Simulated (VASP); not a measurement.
# Al2O3 (R-3c) in VASP: further runs

Al2O3 is run at these levels: PBE; tasks: single point.

All numbers are computed with VASP 6.6.1; they aren't measurements. Logs are shortened: lines on timing, memory, paths and dates and some standing lists are left out, and cuts for length are marked.

### 1 The cell of the first run

Symmetry: R-3c, No. 167, trigonal system. Conventional cell: a = 4.886 Å, b = 4.886 Å, c = 14.065 Å, α = 90.00°, β = 90.00°, γ = 120.00°. Within 2.6 Å of Al (site symmetry 3) lie 6 O at 1.93 to 2.07 Å. Within 2.6 Å of O (site symmetry 2) lie 4 Al at 1.93 to 2.07 Å and 2 O at 2.59 Å.

### 2 Single point, PBE (9.69 Å³/atom)

The input, INCAR:

```
SYSTEM = Al2O3
ALGO = Normal ; EDIFF = 1E-7
ENCUT = 520 ; GGA = PE
ISIF = 2 ; ISMEAR = 0
LASPH = .TRUE. ; LCHARG = .TRUE.
LELF = .TRUE. ; LREAL = .FALSE.
LVHAR = .TRUE. ; LWAVE = .FALSE.
NBANDS = 35 ; NELM = 80
PREC = Accurate ; SIGMA = 0.05
```

The input, KPOINTS:

```
k-points
0
G
  6 6 6
  0 0 0
```

The input, POSCAR:

```
Al2O3
1.0
    2.4427887535      1.4103447444      4.6882001758
   -2.4427887535      1.4103447444      4.6882001758
    0.0000000000     -2.8206894889      4.6882001758
Al O
4 6
Direct
    0.8521293568      0.8521293568      0.8521293568
    0.6478706432      0.6478706432      0.6478706432
    0.1478706432      0.1478706432      0.1478706432
    0.3521293568      0.3521293568      0.3521293568
    0.0561574040      0.4438425960      0.7500000000
    0.7500000000      0.0561574040      0.4438425960
    0.4438425960      0.7500000000      0.0561574040
    0.9438425960      0.5561574040      0.2500000000
    0.2500000000      0.9438425960      0.5561574040
    0.5561574040      0.2500000000      0.9438425960
```

Potentials or basis: VASP PAW PBE potentials, release 64 (Al, O).

Command:

```sh
$ cat potpaw_PBE.64/Al/POTCAR potpaw_PBE.64/O/POTCAR > POTCAR
$ mpirun -np 1 vasp_std > vasp.out
```

OUTCAR:

```text
SYSTEM = Al2O3
   EDIFF = 1E-7
   ENCUT = 520
   GGA = PE
   ISIF = 2
   ISMEAR = 0
   LASPH = .TRUE.
   LREAL = .FALSE.
   NELM = 80
   PREC = Accurate

 ion  position               nearest neighbor table
   1  0.852  0.852  0.852-  10 1.93   9 1.93   8 1.93   5 2.07   7 2.07   6 2.07   3 2.87   3 2.87
                             3 2.87   2 2.87   2 3.35   2 3.35   2 3.35
   2  0.648  0.648  0.648-   9 1.93  10 1.93   8 1.93   5 2.07   6 2.07   7 2.07   4 2.87   4 2.87
                             4 2.87   1 2.87   1 3.35   1 3.35   1 3.35
   3  0.148  0.148  0.148-   7 1.93   6 1.93   5 1.93   8 2.07  10 2.07   9 2.07   1 2.87   1 2.87
                             1 2.87   4 2.87   4 3.35   4 3.35   4 3.35
   4  0.352  0.352  0.352-   6 1.93   7 1.93   5 1.93   8 2.07   9 2.07  10 2.07   2 2.87   2 2.87
                             2 2.87   3 2.87   3 3.35   3 3.35   3 3.35
   5  0.056  0.444  0.750-   3 1.93   4 1.93   1 2.07   2 2.07
   6  0.750  0.056  0.444-   4 1.93   3 1.93   2 2.07   1 2.07
   7  0.444  0.750  0.056-   3 1.93   4 1.93   1 2.07   2 2.07
   8  0.944  0.556  0.250-   1 1.93   2 1.93   3 2.07   4 2.07
   9  0.250  0.944  0.556-   2 1.93   1 1.93   4 2.07   3 2.07
  10  0.556  0.250  0.944-   1 1.93   2 1.93   3 2.07   4 2.07

  LATTYP: Found a trigonal (rhomboedric) cell.
 ALAT       =     5.4713353106
 COS(alpha) =     0.6013285307

  Lattice vectors:

 A1 = (   2.4427887535,   1.4103447444,   4.6882001758)
 A2 = (  -2.4427887535,   1.4103447444,   4.6882001758)
 A3 = (   0.0000000000,  -2.8206894889,   4.6882001758)

Analysis of symmetry for initial positions (statically):
=====================================================================
 Subroutine PRICEL returns:
 Original cell was already a primitive cell.

 Routine SETGRP: Setting up the symmetry group for a
 trigonal (rhombohedral) supercell.

 Subroutine GETGRP returns: Found 12 space group operations
 (whereof  6 operations were pure point group operations)
 out of a pool of 12 trial point group operations.

The static configuration has the point symmetry S_6 .
 The point group associated with its full space group is D_3d.

Analysis of symmetry for dynamics (positions and initial velocities):
=====================================================================
 Subroutine PRICEL returns:
 Original cell was already a primitive cell.

 Routine SETGRP: Setting up the symmetry group for a
 trigonal (rhombohedral) supercell.

 Subroutine GETGRP returns: Found 12 space group operations
 (whereof  6 operations were pure point group operations)
 out of a pool of 12 trial point group operations.

The dynamic configuration has the point symmetry S_6 .
 The point group associated with its full space group is D_3d.

 Subroutine INISYM returns: Found 12 space group operations
 (whereof  6 operations are pure point group operations),
 and found     1 'primitive' translations

----------------------------------------------------------------------------------------

                                     Primitive cell

  volume of cell :      96.9100

  direct lattice vectors                    reciprocal lattice vectors
     2.442788753  1.410344744  4.688200176     0.204684093  0.118174416  0.071100491
    -2.442788753  1.410344744  4.688200176    -0.204684093  0.118174416  0.071100491
     0.000000000 -2.820689489  4.688200176     0.000000000 -0.236348832  0.071100491

  length of vectors
     5.471335311  5.471335311  5.471335311     0.246811771  0.246811771  0.246811771

  position of ions in fractional coordinates (direct lattice)
     0.852129357  0.852129357  0.852129357
     0.647870643  0.647870643  0.647870643
     0.147870643  0.147870643  0.147870643
     0.352129357  0.352129357  0.352129357
     0.056157404  0.443842596  0.750000000
     0.750000000  0.056157404  0.443842596
     0.443842596  0.750000000  0.056157404
     0.943842596  0.556157404  0.250000000
     0.250000000  0.943842596  0.556157404
     0.556157404  0.250000000  0.943842596

  ion indices of the primitive-cell ions
   primitive index   ion index
                 1           1
                 2           2
                 3           3
                 4           4
                 5           5
                 6           6
                 7           7
                 8           8
                 9           9
                10          10

----------------------------------------------------------------------------------------

 KPOINTS: k-points

Automatic generation of k-mesh.
 Grid dimensions read from file:
 generate k-points for:    6    6    6

 Generating k-lattice:

  Cartesian coordinates                     Fractional coordinates (reciprocal lattice)
     0.034114015  0.019695736  0.011850082     0.166666667  0.000000000  0.000000000
    -0.034114015  0.019695736  0.011850082     0.000000000  0.166666667  0.000000000
     0.000000000 -0.039391472  0.011850082    -0.000000000 -0.000000000  0.166666667

  Length of vectors
     0.041135295  0.041135295  0.041135295

  Shift w.r.t. Gamma in fractional coordinates (k-lattice)
     0.000000000  0.000000000  0.000000000

 Subroutine IBZKPT returns following result:
 ===========================================

 Found     32 irreducible k-points:

 Following reciprocal coordinates:
            Coordinates               Weight
  0.000000  0.000000  0.000000      1.000000
  0.166667  0.000000  0.000000      6.000000
  0.333333  0.000000  0.000000      6.000000
  0.500000 -0.000000  0.000000      3.000000
  0.166667  0.166667  0.000000      6.000000
  0.333333  0.166667  0.000000     12.000000
[... 16 lines left out ...]
  0.500000  0.500000  0.166667      6.000000
 -0.333333  0.500000  0.166667     12.000000
 [... further k-points ...]
   k-points           NKPTS =     32   k-points in BZ     NKDIM =     32   number of bands    NBANDS=     35
   number of dos      NEDOS =    301   number of ions     NIONS =     10
   total plane-waves  NPLWV =  74088
   dimension x,y,z NGX =    42 NGY =   42 NGZ =   42
   dimension x,y,z NGXF=    84 NGYF=   84 NGZF=   84
   ions per type =               4   6
   NGX,Y,Z   is equivalent  to a cutoff of  12.76, 12.76, 12.76 a.u.
   NGXF,Y,Z  is equivalent  to a cutoff of  25.52, 25.52, 25.52 a.u.
 SYSTEM =  Al2O3
   PREC   = accura    normal or accurate (medium, high low for compatibility)
   ISTART =      0    job   : 0-new  1-cont  2-samecut
   ICHARG =      2    charge: 1-file 2-atom 10-const
   ISPIN  =      1    spin polarized calculation?
   LNONCOLLINEAR =      F non collinear calculations
   LSORBIT =      F    spin-orbit coupling
   LASPH  =      T    aspherical Exc in radial PAW
   ENCUT  =  520.0 eV  38.22 Ry    6.18 a.u.  10.17 10.17 10.17*2*pi/ulx,y,z
   NELM   =     80;   NELMIN=  2; NELMDL= -5     # of ELM steps
   EDIFF  = 0.1E-06   stopping-criterion for ELM
   LREAL  =      F    real-space projection
   EDIFFG = 0.1E-05   stopping-criterion for IOM
   NSW    =      0    number of steps for IOM
   IBRION =     -1    ionic relax: 0-MD 1-quasi-New 2-CG
   NFREE  =      0    steps in history (QN), initial steepest desc. (CG)
   ISIF   =      2    stress and relaxation
   ISYM   =      2    0-nonsym 1-usesym 2-fastsym
   POTIM  = 0.5000    time-step for ionic-motion
   TEBEG  =    0.0;   TEEND  =   0.0 temperature during run
   PSTRESS=    0.0 pullay stress
   NELECT =      48.0000    total number of electrons
   NUPDOWN=      -1.0000    fix difference up-down
   EMIN   =  10.00;   EMAX   =-10.00  energy-range for DOS
   EFERMI =   0.00;   METHOD = LEGACY
   ISMEAR =     0;   SIGMA  =   0.05  broadening in eV -4-tet -1-fermi 0-gaus
   EFERMI_NEDOS =   21; number of points for ismear=-14 and -15
   IALGO  =     38    algorithm
   IMIX   =      4    mixing-type and parameters
     AMIX     =   0.40;   BMIX     =  1.00
     AMIX_MAG =   1.60;   BMIX_MAG =  1.00
  volume/ion in A,a.u.               =       9.69        65.40
  Fermi-wavevector in a.u.,A,eV,Ry     =   1.295286  2.447736 22.827394  1.677766
  Thomas-Fermi vector in A             =   2.426815
   LORBIT       =      0    0 simple, 1 ext, 2 COOP (PROOUT), +10 PAW based schemes
   GGA     = PE    functional components
   LHFCALC =     F    Hartree Fock is set to
   AEXX    =    0.0000 exact exchange contribution
   IVDW    =     0    specifies the selected vdW correction
   LEPSILON=     F    determine dielectric tensor
   LRPA    =     F    only Hartree local field effects (RPA)
 non-spin polarized calculation
 Gauss-broadening in eV      SIGMA  =   0.05
  energy-cutoff  :      520.00
  volume of cell :       96.91
 maximum number of plane-waves:      2622
 NGX is ok and might be reduce to    42
   NGX = 21   NGY = 21   NGZ = 21

 number of electron      47.9999995 magnetization

 Free energy of the ion-electron system (eV)
  ---------------------------------------------------
  ext. energy  EPLUGINS =         0.00000000
  ---------------------------------------------------
  free energy    TOTEN  =       -74.04841479 eV

  energy without entropy =      -74.04841479  energy(sigma->0) =      -74.04841479

 E-fermi :   5.1076     XC(G=0): -11.0508

 val. band max:        4.8797309998   @ k =   0.0000   0.0000   0.0000
 cond. band min:       9.3522572204   @ k =   0.0000   0.0000   0.0000
 fundamental gap:      4.4725262206
 Fermi energy:         5.1075923492

 k-point     1 :       0.0000    0.0000    0.0000
  band No.  band energies     occupation
      1     -13.5747      2.00000
      2     -11.8863      2.00000
      3     -11.4428      2.00000
      4     -11.4428      2.00000
      5     -11.2075      2.00000
      6     -11.2075      2.00000
[... 27 lines left out ...]
     34      16.6815      0.00000
     35      17.4835      0.00000
[... 843 lines left out ...]
      5     -11.4155      2.00000
      6     -11.2397      2.00000
[... 27 lines left out ...]
     34      17.2488      0.00000
     35      17.3635      0.00000

 [... further k-points ...]

------------------------ aborting loop because EDIFF is reached ----------------------------------------

  FORCE on cell =-STRESS in cart. coord.  units (eV):
  Direction    XX          YY          ZZ          XY          YZ          ZX
  --------------------------------------------------------------------------------------
  -------------------------------------------------------------------------------------
  Total       -7.7751556     -7.7751556    -18.1028773     -0.0000000      0.0000000     -0.0000000
  in kB     -128.5437834   -128.5437834   -299.2882013     -0.0000000      0.0000000     -0.0000000
  external PRESSURE =    -185.4585893 kB  Pullay stress =       0.0000000 kB

 VOLUME and BASIS-vectors are now :
 -----------------------------------------------------------------------------
  energy-cutoff  :      520.00
  volume of cell :       96.91
      direct lattice vectors                 reciprocal lattice vectors
     2.442788753  1.410344744  4.688200176     0.204684093  0.118174416  0.071100491
    -2.442788753  1.410344744  4.688200176    -0.204684093  0.118174416  0.071100491
     0.000000000 -2.820689489  4.688200176     0.000000000 -0.236348832  0.071100491

 POSITION                                       TOTAL-FORCE (eV/Angst)
 -----------------------------------------------------------------------------------
      0.00000     -0.00000     11.98486         0.000000      0.000000     -0.101365
      0.00000     -0.00000      9.11204         0.000000     -0.000000      0.101365
      0.00000     -0.00000      2.07974         0.000000     -0.000000      0.101365
      0.00000     -0.00000      4.95256         0.000000      0.000000     -0.101365
     -0.94703     -1.41034      5.86025         0.060614      0.000000     -0.000000
      1.69491     -0.11498      5.86025        -0.030307      0.052494     -0.000000
     -0.74788      1.52533      5.86025        -0.030307     -0.052494     -0.000000
      0.94703      1.41034      8.20435        -0.060614      0.000000     -0.000000
     -1.69491      0.11498      8.20435         0.030307     -0.052494     -0.000000
      0.74788     -1.52533      8.20435         0.030307      0.052494     -0.000000
 -----------------------------------------------------------------------------------
    total drift:                                0.000000      0.000000      0.000000

  FREE ENERGIE OF THE ION-ELECTRON SYSTEM (eV)
  ---------------------------------------------------
  free  energy   TOTEN  =       -74.0484147915 eV

  energy  without entropy=      -74.0484147915  energy(sigma->0) =      -74.04841479
```

It took 3.7 min on 1 thread of Intel Xeon 8259CL, shared host; peak memory 0.29 GiB.

What came out:

```yaml
Free_energy: -74.0484 eV
Pressure: -18.5 GPa
Largest_force: 0.101 eV/Å
Band_gap_on_the_k_mesh: 4.47 eV
```

Forces in eV/Å, atoms in the order of the input:
```
Al   0.000  0.000 -0.101
Al   0.000  0.000  0.101
Al   0.000  0.000  0.101
Al   0.000  0.000 -0.101
O    0.061  0.000  0.000
O   -0.030  0.052  0.000
O   -0.030 -0.052  0.000
O   -0.061  0.000  0.000
O    0.030 -0.052  0.000
O    0.030  0.052  0.000
```

Caveat: the cell stands under tension. Expect the measured gap to be larger: semilocal functionals such as PBE lack the derivative discontinuity.

### 3 Single point, PBE

This run uses another cell than the first one, of 10.16 Å³/atom.

The input, INCAR:

```
SYSTEM = Al2O3
PREC     = Accurate       ! precision mode
ENCUT    = 520            ! plane-wave cutoff, eV
EDIFF    = 1E-7           ! SCF threshold, eV
ISMEAR   = 0              ! smearing method
SIGMA    = 0.05           ! smearing width, eV
LREAL    = .False.        ! projectors in reciprocal space
LASPH    = .True.         ! aspherical terms in the spheres
NELM     = 80             ! most SCF steps
ALGO     = Normal         ! electronic algorithm
ISIF     = 2              ! what is computed and relaxed
LWAVE    = .False.        ! write WAVECAR
LCHARG   = .False.        ! write CHGCAR
GGA      = PE             ! functional
NBANDS   = 35             ! bands
```

The input, KPOINTS:

```
Automatic mesh
0
Gamma
  6 6 6
  0.5 0.5 0.5
```

POSCAR, as its differences from that of step 2:

```diff
@@ -2,5 +2,5 @@
 1.0
-    2.4427887535      1.4103447444      4.6882001758
-   -2.4427887535      1.4103447444      4.6882001758
-    0.0000000000     -2.8206894889      4.6882001758
+    2.5036123218      1.4454612480      4.6782499846
+   -2.5036123218      1.4454612480      4.6782499846
+    0.0000000000     -2.8909224959      4.6782499846
 Al O
```

Potentials or basis: VASP PAW PBE potentials, release 64 (Al, O).

Command:

```sh
$ cat potpaw_PBE.64/Al/POTCAR potpaw_PBE.64/O/POTCAR > POTCAR
$ mpirun -np 1 vasp_std > vasp.out
```

OUTCAR:

```text
SYSTEM = Al2O3
   PREC = Accurate
   ENCUT = 520
   EDIFF = 1E-7
   ISMEAR = 0
   LREAL = .False.
   LASPH = .True.
   NELM = 80
   ISIF = 2
   GGA = PE

 ion  position               nearest neighbor table
   1  0.852  0.852  0.852-  10 1.96   8 1.96   9 1.96   5 2.10   6 2.10   7 2.10   2 2.87   3 2.94
                             3 2.94   3 2.94
   2  0.648  0.648  0.648-   9 1.96   8 1.96  10 1.96   5 2.10   7 2.10   6 2.10   1 2.87   4 2.94
                             4 2.94   4 2.94
   3  0.148  0.148  0.148-   7 1.96   5 1.96   6 1.96   8 2.10   9 2.10  10 2.10   4 2.87   1 2.94
                             1 2.94   1 2.94
[... 1142 lines left out ...]

 VOLUME and BASIS-vectors are now :
 -----------------------------------------------------------------------------
  energy-cutoff  :      520.00
  volume of cell :      101.58
      direct lattice vectors                 reciprocal lattice vectors
     2.503612322  1.445461248  4.678249985     0.199711431  0.115303449  0.071251715
    -2.503612322  1.445461248  4.678249985    -0.199711431  0.115303449  0.071251715
     0.000000000 -2.890922496  4.678249985     0.000000000 -0.230606897  0.071251715

 POSITION                                       TOTAL-FORCE (eV/Angst)
 -----------------------------------------------------------------------------------
      0.00000      0.00000     11.95942         0.000000     -0.000000     -0.002588
      0.00000      0.00000      9.09270         0.000000      0.000000      0.002588
      0.00000      0.00000      2.07533         0.000000      0.000000      0.002588
      0.00000      0.00000      4.94205         0.000000     -0.000000     -0.002588
     -0.97061     -1.44546      5.84781        -0.045821     -0.000000     -0.000000
      1.73711     -0.11785      5.84781         0.022910     -0.039682      0.000000
     -0.76650      1.56331      5.84781         0.022910      0.039682      0.000000
      0.97061      1.44546      8.18694         0.045821     -0.000000      0.000000
     -1.73711      0.11785      8.18694        -0.022910      0.039682      0.000000
      0.76650     -1.56331      8.18694        -0.022910     -0.039682      0.000000
 -----------------------------------------------------------------------------------
    total drift:                                0.000000      0.000000      0.000000

  FREE ENERGIE OF THE ION-ELECTRON SYSTEM (eV)
  ---------------------------------------------------
  free  energy   TOTEN  =       -73.5411082266 eV

  energy  without entropy=      -73.5411082266  energy(sigma->0) =      -73.54110823
```

stdout:

```text
POSCAR found type information on POSCAR AlO
 POSCAR found :  2 types and      10 ions
 scaLAPACK will be used
 LDA part: xc-table for (Slater+PW92), standard interpolation
 POSCAR, INCAR and KPOINTS ok, starting setup
 FFT: planning ... GRIDC
 FFT: planning ... GRID_SOFT
 FFT: planning ... GRID
 WAVECAR not read
 entering main loop
```

Run time: 3.1 min. Hardware: 1 thread of Intel Xeon 8259CL, shared host; peak memory 0.28 GiB.

Results:

```
Free energy            : -73.5411 eV
Pressure               : -25.2 GPa
Largest force          : 0.046 eV/Å
Band gap on the k mesh : 4.22 eV
```

Forces in eV/Å, atoms in the order of the input:
```
Al   0.000  0.000 -0.003
Al   0.000  0.000  0.003
Al   0.000  0.000  0.003
Al   0.000  0.000 -0.003
O   -0.046  0.000  0.000
O    0.023 -0.040  0.000
O    0.023  0.040  0.000
O    0.046  0.000  0.000
O   -0.023  0.040  0.000
O   -0.023 -0.040  0.000
```

Stress tensor (GPa, compression positive):
```
-23.01   0.00   0.00
  0.00 -23.01   0.00
  0.00   0.00 -29.64
```

Caveat: the cell stands under tension; a shifted mesh leaves out Γ, where band edges can lie. A k mesh can miss the band edges.
